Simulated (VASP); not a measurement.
Runs of VASP 6.6.1 on Ag. The structure is that of space group P6_3/mmc (No. 194), or close to it. The cells are those of the table. This isn't the form of Ag at room conditions, which is fcc.

```csv
cell,further INCAR settings,gap on the mesh (eV),pressure (GPa)
"a = 2.924, b = 2.924, c = 4.691 Å, angles 90.0, 90.0, 120.0°, 2 atoms",ALGO = Fast; EDIFF = 1e-07; NBANDS = 18,none,-4.3
"a = 2.810, b = 2.810, c = 4.691 Å, angles 90.0, 90.0, 120.0°, 2 atoms",ALGO = Fast; EDIFF = 1e-06; NBANDS = 18,none,5.0
"a = 2.896, b = 2.896, c = 4.691 Å, angles 90.0, 90.0, 120.0°, 2 atoms",ALGO = Fast; EDIFF = 1e-06; NBANDS = 18,none,-2.5
"a = 2.953, b = 2.953, c = 4.691 Å, angles 90.0, 90.0, 120.0°, 2 atoms",ALGO = Fast; EDIFF = 1e-06; NBANDS = 18,none,(a)
"a = 2.781, b = 2.781, c = 4.691 Å, angles 90.0, 90.0, 120.0°, 2 atoms",ALGO = Fast; EDIFF = 1e-06; NBANDS = 18,none,8.2
"a = 2.752, b = 2.752, c = 4.691 Å, angles 90.0, 90.0, 120.0°, 2 atoms",ALGO = Fast; EDIFF = 1e-06; NBANDS = 18,none,(b)
```

Alike in all rows: task single point; level PBEsol; potentials or basis VASP PAW PBE potentials, release 64 (Ag); no spin polarisation; k mesh 24 × 24 × 14; cutoff (eV) 520; smearing gaussian 0.15 eV.

**Question.** Estimate the missing entries.

**Answer.** (a) -6.0; (b) 12.0.

Caveats: the PAW data sets were made with another functional, which shifts forces and pressure a little; the cell stands under pressure (at least some runs); the cell stands under tension (at least some runs).

A k mesh can miss the band edges, and the runs leave out spin-orbit coupling on Ag.

A gap of «none» marks levels without a gap at the run's occupations.
